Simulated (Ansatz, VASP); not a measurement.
# Sr: VASP beside Ansatz

```xyz
1
Lattice="-2.4977 2.4977 2.4977 2.4977 -2.4977 2.4977 2.4977 2.4977 -2.4977" Properties=species:S:1:pos:R:3 pbc="T T T"
Sr    0.0000    0.0000    0.0000
```

Change from the starting cell: strain +0.030 along x and y, +0.030 along z, atoms carried along.

Alike in both runs: task single point; functional r2SCAN; k mesh 14 × 14 × 14; occupations gaussian, width 0.15 eV; no spin polarisation.

|  | VASP | Ansatz |
| --- | --- | --- |
| version | VASP 6.6.1 | Ansatz 0.2.0 |
| potentials or method | VASP PAW PBE potentials, release 64 (Sr_sv), cutoff 520 eV | scalar-relativistic, plane waves, PAW |
| valence electrons in the cell | 10 | 10 |

```tsv
	VASP	Ansatz	Ansatz less VASP
gap on the k mesh at the Fermi level (eV)	none	none	-
pressure (GPa)	-1.0	-1.0	-0.01
```

VASP's potentials were made for PBE, not for r2SCAN. A gap of «none» marks a metal or a gap that the smearing closes.
